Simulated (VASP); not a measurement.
Input of a VASP 6.6.1 run:

The input INCAR:

```
  PREC = Accurate
  ENCUT = 520
  EDIFF = 1E-6
  ISMEAR = 0
  SIGMA = 0.05
  LREAL = False
  LASPH = True
  NELM = 60
  ALGO = Normal
  ISIF = 2
  LWAVE = False
  LCHARG = False
  GGA = PE
  NBANDS = 11
```

File KPOINTS:

```
Automatic mesh
0
Gamma
  12 12 12
```

POSCAR

```
SiC
1.0
    0.0000000000      2.1740000000      2.1740000000
    2.1740000000      0.0000000000      2.1740000000
    2.1740000000      2.1740000000      0.0000000000
Si C
1 1
Direct
   -0.0068145287     -0.0068145287     -0.0068145287
    0.7659342301      0.7659342301      0.7659342301
```

Potentials or basis: VASP PAW PBE potentials, release 64 (Si, C).

Run with:

```sh
$ cat potpaw_PBE.64/Si/POTCAR potpaw_PBE.64/C/POTCAR > POTCAR
$ mpirun -np 1 vasp_std > vasp.out
```

Q: Predict the band gap on the k mesh.

A: 0.85 eV, indirect (least direct gap 4.25 eV).

Q: Predict the largest force.

A: 4.714 eV/Å.

Q: What does it give for the pressure?

A: 9.4 GPa.

Forces on the atoms (eV/Å):
```
Si   2.722  2.722  2.722
C   -2.722 -2.722 -2.722
```

Caveat: the cell differs from its parent crystal (mode 4 (793.9 1/cm) frozen in, largest displacement +0.120 Å); forces of over 1 eV/Å act on the atoms, so gaps and moduli don't describe the material at rest. A k mesh can miss the band edges.
